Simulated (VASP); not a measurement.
A run of VASP 6.6.1 is set up as follows.

File INCAR:

```
ALGO = Normal
EDIFF = 1E-6
EDIFFG = -0.04
ENCUT = 600
GGA = PE
IBRION = 2
ISIF = 3
ISMEAR = 0
LASPH = T
LCHARG = F
LREAL = F
LWAVE = F
NELM = 100
NSW = 90
PREC = Accurate
SIGMA = 0.1
```

KPOINTS

```
k-points
0
Gamma
  6 6 4
```

POSCAR

```
MoS2
1.0
    1.6177528949     -8.4330830136      0.0000000000
    1.6177528949      8.4330830136      0.0000000000
    0.0000000000      0.0000000000      3.9672896076
Mo S
2 4
Direct
    0.8426004342      0.1573995658      0.7500000000
    0.1573995658      0.8426004342      0.2500000000
    0.5915950223      0.4084049777      0.7500000000
    0.4084049777      0.5915950223      0.2500000000
    0.2394931139      0.7605068861      0.7500000000
    0.7605068861      0.2394931139      0.2500000000
```

Potentials or basis: VASP PAW PBE potentials, release 64 (Mo_sv, S).

Command:

```console
$ cat potpaw_PBE.64/Mo_sv/POTCAR potpaw_PBE.64/S/POTCAR > POTCAR
$ mpirun -np 1 vasp_std > vasp.out
```

(1) Estimate the band gap on the k mesh.

(2) Predict the relaxed volume.

(3) Estimate the relaxed cell.

Results:

(1) zero (band 26 reaches 8.44 eV, above the bottom of band 27 at 7.41 eV).

(2) 18.10 Å³/atom.

(3) a = 8.609 Å, b = 8.609 Å, c = 3.897 Å, α = 90.00°, β = 90.00°, γ = 157.91°.

Caveat: the k points lie up to 0.40 Å⁻¹ apart in the final cell.
